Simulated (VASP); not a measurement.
# BeTe (F-43m) in VASP: further runs

The runs below take BeTe through vibrations by perturbation theory, with PBEsol.

Program: VASP 6.6.1. These are calculated values, not measurements. Logs are shortened: lines on timing, memory, paths and dates and some standing lists are left out, and cuts for length are marked.

### 1 The cell of the first run

Symmetry: F-43m, No. 216, cubic system. Conventional cell: a = 5.287 Å, b = 5.287 Å, c = 5.287 Å, α = 90.00°, β = 90.00°, γ = 90.00°. Within 3.0 Å of Be (site symmetry -43m) lie 4 Te at 2.29 Å. Within 3.0 Å of Te (site symmetry -43m) lie 4 Be at 2.29 Å.

### 2 Vibrations by perturbation theory, PBEsol

Input file INCAR:

```
SYSTEM = BeTe
PREC = Accurate ; ENCUT = 520
EDIFF = 1E-8 ; ISMEAR = 0
SIGMA = 0.01 ; LREAL = .FALSE.
LASPH = .TRUE. ; NELM = 80
ALGO = Normal ; ISIF = 2
LWAVE = .FALSE. ; LCHARG = .FALSE.
GGA = PS ; IBRION = 8
NSW = 1
```

Input file KPOINTS:

```
Automatic mesh
0
G
  8 8 8
  0 0 0
```

Input file POSCAR:

```
BeTe
1.0
    2.6433946863      2.6433946863      0.0000000000
   -2.6433946863      2.6433946863      0.0000000000
    0.0000000000      2.6433946863      2.6433946863
Be Te
1 1
Direct
    0.0000000000      0.0000000000      0.0000000000
    0.7500000000      0.2500000000      0.5000000000
```

Potentials or basis: VASP PAW PBE potentials, release 64 (Be, Te).

Launch:

```bash
cat potpaw_PBE.64/Be/POTCAR potpaw_PBE.64/Te/POTCAR > POTCAR
mpirun -np 1 vasp_std > vasp.out
```

OUTCAR:

```text
SYSTEM = BeTe
   PREC = Accurate
   ENCUT = 520
   EDIFF = 1E-8
   ISMEAR = 0
   LREAL = .FALSE.
   LASPH = .TRUE.
   NELM = 80
   ISIF = 2
   GGA = PS
   IBRION = 8
   NSW = 1

 ion  position               nearest neighbor table
   1  0.000  0.000  0.000-   2 2.29   2 2.29   2 2.29   2 2.29
   2  0.750  0.250  0.500-   1 2.29   1 2.29   1 2.29   1 2.29

  LATTYP: Found a face centered cubic cell.
 ALAT       =     5.2867893726

  Lattice vectors:

 A1 = (   0.0000000000,   2.6433946863,   2.6433946863)
 A2 = (   2.6433946863,   0.0000000000,   2.6433946863)
 A3 = (   2.6433946863,   2.6433946863,   0.0000000000)

Analysis of symmetry for initial positions (statically):
=====================================================================
 Subroutine PRICEL returns:
 Original cell was already a primitive cell.

 Routine SETGRP: Setting up the symmetry group for a
 face centered cubic supercell.

 Subroutine GETGRP returns: Found 24 space group operations
 (whereof 24 operations were pure point group operations)
 out of a pool of 48 trial point group operations.

The static configuration has the point symmetry T_d .

Analysis of symmetry for dynamics (positions and initial velocities):
=====================================================================
 Subroutine PRICEL returns:
 Original cell was already a primitive cell.

 Routine SETGRP: Setting up the symmetry group for a
 face centered cubic supercell.

 Subroutine GETGRP returns: Found 24 space group operations
 (whereof 24 operations were pure point group operations)
 out of a pool of 48 trial point group operations.

The dynamic configuration has the point symmetry T_d .

 Subroutine INISYM returns: Found 24 space group operations
 (whereof 24 operations are pure point group operations),
 and found     1 'primitive' translations

[... 425 lines left out ...]
  external PRESSURE =     154.2845034 kB  Pullay stress =       0.0000000 kB

 VOLUME and BASIS-vectors are now :
 -----------------------------------------------------------------------------
  energy-cutoff  :      520.00
  volume of cell :       36.94
      direct lattice vectors                 reciprocal lattice vectors
     2.643394686  2.643394686  0.000000000     0.189150717  0.189150717 -0.189150717
    -2.643394686  2.643394686  0.000000000    -0.189150717  0.189150717 -0.189150717
     0.000000000  2.643394686  2.643394686     0.000000000  0.000000000  0.378301434

 POSITION                                       TOTAL-FORCE (eV/Angst)
 -----------------------------------------------------------------------------------
      0.00000      0.00000      0.00000         0.000000      0.000000      0.000000
      1.32170      3.96509      1.32170        -0.000000     -0.000000      0.000000
 -----------------------------------------------------------------------------------
    total drift:                               -0.000000      0.000000     -0.000000

  FREE ENERGIE OF THE ION-ELECTRON SYSTEM (eV)
  ---------------------------------------------------
  free  energy   TOTEN  =        -7.9147498353 eV

  energy  without entropy=       -7.9147498353  energy(sigma->0) =       -7.91474984

[... ionic steps 2 to 3 ...]

--------------------------------------- Ionic step        4  -------------------------------------------

------------------------ aborting loop because EDIFF is reached ----------------------------------------

[... ionic steps 5 to 6 ...]

--------------------------------------- Ionic step        7  -------------------------------------------

 Free energy of the ion-electron system (eV)
  ---------------------------------------------------
  ---------------------------------------------------
  free energy    TOTEN  =        -0.04295705 eV

  energy without entropy =       -0.04295705

------------------------ aborting loop because EDIFF is reached ----------------------------------------

 INTERNAL STRAIN TENSOR  FOR ION    2  DIRECTION 1   (eV/Angst):
 -----------------------------------------------------------------------------
     0.01537  0.00000  0.00000
     0.00000 -0.01701 10.64173
    -0.00000 10.64173 -0.01701

 INTERNAL STRAIN TENSOR FOR ION    2 for displacements in x,y,z  (eV/Angst):
          X           Y           Z          XY          YZ          ZX
  --------------------------------------------------------------------------------
  x     0.00000    -0.00000    -0.00000     0.00000    10.64173     0.00000
  y    -0.00000     0.00000    -0.00000     0.00000     0.00000    10.64173
  z    -0.00000    -0.00000     0.00000    10.64173     0.00000    -0.00000

 SECOND DERIVATIVES (NOT SYMMETRIZED)
 ------------------------------------
               1X          1Y          1Z          2X          2Y          2Z
  1X   -10.907269    0.000000    0.000000   10.907269    0.000000    0.000000
  1Y     0.000000  -10.907269    0.000000    0.000000   10.907269    0.000000
  1Z     0.000000    0.000000  -10.907269    0.000000    0.000000   10.907269
  2X    10.909641    0.000000    0.000000  -10.909641    0.000000    0.000000
  2Y     0.000000   10.909641    0.000000    0.000000  -10.909641    0.000000
  2Z     0.000000    0.000000   10.909641    0.000000    0.000000  -10.909641

 Eigenvectors and eigenvalues of the dynamical matrix
 ----------------------------------------------------

   1 f  =   17.794994 THz   111.809246 2PiTHz  593.577112 cm-1    73.594149 meV
             X         Y         Z           dx          dy          dz
      0.000000  0.000000  0.000000    -0.000000   -0.966443   -0.000000
      1.321697  3.965092  1.321697     0.000000    0.256881    0.000000
[... 21 lines left out ...]
   6 f/i=    0.000480 THz     0.003017 2PiTHz    0.016017 cm-1     0.001986 meV
             X         Y         Z           dx          dy          dz
      0.000000  0.000000  0.000000     0.215831   -0.109637   -0.085933
      1.321697  3.965092  1.321697     0.812004   -0.412479   -0.323299

--------------------------------------------------------------------------------------------------------

 ELASTIC MODULI CONTR FROM IONIC RELAXATION (kBar)
 Direction    XX          YY          ZZ          XY          YZ          ZX
 --------------------------------------------------------------------------------
 XX          -0.0000     -0.0000     -0.0000      0.0000      0.0000      0.0000
 YY          -0.0000     -0.0000     -0.0000      0.0000      0.0000      0.0000
 ZZ          -0.0000     -0.0000     -0.0000      0.0000      0.0000      0.0000
 XY           0.0000      0.0000      0.0000   -461.3566      0.0000     -0.0000
 YZ           0.0000      0.0000      0.0000      0.0000   -461.3566     -0.0000
 ZX           0.0000      0.0000      0.0000     -0.0000     -0.0000   -461.3566
 --------------------------------------------------------------------------------
```

stdout:

```text
POSCAR found type information on POSCAR BeTe
 POSCAR found :  2 types and       2 ions
 scaLAPACK will be used
 -----------------------------------------------------------------------------
|                                                                             |
|                                                                             |
|     You enforced a specific xc type in the INCAR file but a different       |
|     I HOPE YOU KNOW WHAT YOU ARE DOING!                                     |
|                                                                             |
 -----------------------------------------------------------------------------

 LDA part: xc-table for (Slater+PW92), standard interpolation
 POSCAR, INCAR and KPOINTS ok, starting setup
 FFT: planning ... GRIDC
 FFT: planning ... GRID_SOFT
 FFT: planning ... GRID
 WAVECAR not read
 entering main loop
 Linear response reoptimize wavefunctions to high precision
 Linear response DOF=           2
 Linear response progress:
 first order change of Fermi-energy  -0.94618E-04
 force on displaced ion       1 direction 1 : -10.907   0.000  -0.000
 Linear response progress:
 first order change of Fermi-energy  -0.33528E-03
 force on displaced ion       2 direction 1 : -10.910  -0.000   0.000
 Linear response finished
```

It took 2.6 min on 1 thread of Intel Xeon 8259CL, shared host; peak memory 0.23 GiB.

What came out:

| Item | Value |
| --- | --- |
| Highest phonon frequency at Γ, LO-TO splitting left out | 594 cm⁻¹ |

Phonon frequencies in cm⁻¹ (negative: imaginary):
```
              q point        frequencies
(0.000, 0.000, 0.000)  0 0 0 594 594 594
```

Caveat: the cell stands under pressure or tension, which shifts response properties; the PAW data sets were made with another functional, which shifts forces and pressure a little; spin-orbit coupling is left out, which moves the levels of the heavy elements.

### 3 Vibrations by perturbation theory, PBEsol

This run uses another cell than the first one, of 19.36 Å³/atom.

Input file INCAR:

```
SYSTEM = BeTe
PREC = Accurate
ENCUT = 520
EDIFF = 1E-8
ISMEAR = 0
SIGMA = 0.01
LREAL = .FALSE.
LASPH = .TRUE.
NELM = 60
ALGO = Normal
ISIF = 2
LWAVE = .FALSE.
LCHARG = .TRUE.
GGA = PS
IBRION = 8
NSW = 1
```

Input file KPOINTS:

```
regular mesh
0
G
  8 8 8
  0 0 0
```

Input file POSCAR:

```
BeTe
1.0
    2.6851167564      2.6851167564      0.0000000000
   -2.6851167564      2.6851167564      0.0000000000
    0.0000000000      2.6851167564      2.6851167564
Be Te
1 1
Direct
    0.0000000000      0.0000000000      0.0000000000
    0.7500000000      0.2500000000      0.5000000000
```

Potentials or basis: VASP PAW PBE potentials, release 64 (Be, Te).

Launch:

```bash
cat potpaw_PBE.64/Be/POTCAR potpaw_PBE.64/Te/POTCAR > POTCAR
mpirun -np 1 vasp_std > vasp.out
```

OUTCAR:

```text
SYSTEM = BeTe
   PREC = Accurate
   ENCUT = 520
   EDIFF = 1E-8
   ISMEAR = 0
   LREAL = .FALSE.
   LASPH = .TRUE.
   NELM = 60
   ISIF = 2
   GGA = PS
   IBRION = 8
   NSW = 1

 ion  position               nearest neighbor table
   1  0.000  0.000  0.000-   2 2.33   2 2.33   2 2.33   2 2.33
   2  0.750  0.250  0.500-   1 2.33   1 2.33   1 2.33   1 2.33

  LATTYP: Found a face centered cubic cell.
 ALAT       =     5.3702335128

  Lattice vectors:

 A1 = (   0.0000000000,   2.6851167564,   2.6851167564)
 A2 = (   2.6851167564,   0.0000000000,   2.6851167564)
 A3 = (   2.6851167564,   2.6851167564,   0.0000000000)

Analysis of symmetry for initial positions (statically):
=====================================================================
 Subroutine PRICEL returns:
 Original cell was already a primitive cell.

[... 493 lines left out ...]
------------------------ aborting loop because EDIFF is reached ----------------------------------------

 INTERNAL STRAIN TENSOR  FOR ION    2  DIRECTION 1   (eV/Angst):
 -----------------------------------------------------------------------------
     0.01597  0.00000 -0.00000
     0.00000 -0.01716  8.91243
    -0.00000  8.91243 -0.01716

 INTERNAL STRAIN TENSOR FOR ION    2 for displacements in x,y,z  (eV/Angst):
          X           Y           Z          XY          YZ          ZX
  --------------------------------------------------------------------------------
  x     0.00000    -0.00000    -0.00000     0.00000     8.91243    -0.00000
  y     0.00000     0.00000     0.00000    -0.00000     0.00000     8.91243
  z    -0.00000    -0.00000     0.00000     8.91243    -0.00000    -0.00000

 SECOND DERIVATIVES (NOT SYMMETRIZED)
 ------------------------------------
               1X          1Y          1Z          2X          2Y          2Z
  1X    -9.717449    0.000000    0.000000    9.717449    0.000000    0.000000
  1Y     0.000000   -9.717449    0.000000    0.000000    9.717449    0.000000
  1Z     0.000000    0.000000   -9.717449    0.000000    0.000000    9.717449
  2X     9.716592   -0.000000    0.000000   -9.716592    0.000000   -0.000000
  2Y     0.000000    9.716592   -0.000000   -0.000000   -9.716592    0.000000
  2Z     0.000000   -0.000000    9.716592   -0.000000    0.000000   -9.716592

 Eigenvectors and eigenvalues of the dynamical matrix
 ----------------------------------------------------

   1 f  =   16.796221 THz   105.533769 2PiTHz  560.261626 cm-1    69.463557 meV
             X         Y         Z           dx          dy          dz
      0.000000  0.000000  0.000000    -0.966453   -0.000000    0.000000
      1.342558  4.027675  1.342558     0.256845   -0.000000    0.000000
[... 21 lines left out ...]
   6 f/i=    0.000184 THz     0.001155 2PiTHz    0.006134 cm-1     0.000760 meV
             X         Y         Z           dx          dy          dz
      0.000000  0.000000  0.000000     0.000000   -0.227421   -0.119369
      1.342558  4.027675  1.342558     0.000000   -0.855738   -0.449159

--------------------------------------------------------------------------------------------------------

 ELASTIC MODULI CONTR FROM IONIC RELAXATION (kBar)
 Direction    XX          YY          ZZ          XY          YZ          ZX
 --------------------------------------------------------------------------------
 XX          -0.0000      0.0000      0.0000      0.0000     -0.0000     -0.0000
 YY           0.0000     -0.0000     -0.0000      0.0000      0.0000     -0.0000
 ZZ           0.0000     -0.0000     -0.0000     -0.0000      0.0000     -0.0000
 XY           0.0000      0.0000     -0.0000   -347.6955     -0.0000      0.0000
 YZ          -0.0000      0.0000      0.0000     -0.0000   -347.6955     -0.0000
 ZX          -0.0000     -0.0000     -0.0000      0.0000     -0.0000   -347.6955
 --------------------------------------------------------------------------------
```

stdout:

```text
POSCAR found type information on POSCAR BeTe
 POSCAR found :  2 types and       2 ions
 scaLAPACK will be used
 -----------------------------------------------------------------------------
|                                                                             |
|                                                                             |
|     You enforced a specific xc type in the INCAR file but a different       |
|     I HOPE YOU KNOW WHAT YOU ARE DOING!                                     |
|                                                                             |
 -----------------------------------------------------------------------------

 LDA part: xc-table for (Slater+PW92), standard interpolation
 POSCAR, INCAR and KPOINTS ok, starting setup
 FFT: planning ... GRIDC
 FFT: planning ... GRID_SOFT
 FFT: planning ... GRID
 WAVECAR not read
 entering main loop
 Linear response reoptimize wavefunctions to high precision
 Linear response DOF=           2
 Linear response progress:
 first order change of Fermi-energy  -0.85311E-04
 force on displaced ion       1 direction 1 :  -9.717  -0.000   0.000
 Linear response progress:
 first order change of Fermi-energy  -0.35103E-03
 force on displaced ion       2 direction 1 :  -9.717   0.000   0.000
 Linear response finished
```

It took 2.6 min on 1 thread of Intel Xeon 8259CL, shared host; peak memory 0.23 GiB.

What came out:

| Property | Result |
| --- | --- |
| Highest phonon frequency at Γ, LO-TO splitting left out | 560 cm⁻¹ |

Phonon frequencies in cm⁻¹ (negative: imaginary):
```
              q point        frequencies
(0.000, 0.000, 0.000)  0 0 0 560 560 560
```

Caveat: the cell stands under pressure or tension, which shifts response properties; the PAW data sets were made with another functional, which shifts forces and pressure a little; spin-orbit coupling is left out, which moves the levels of the heavy elements.
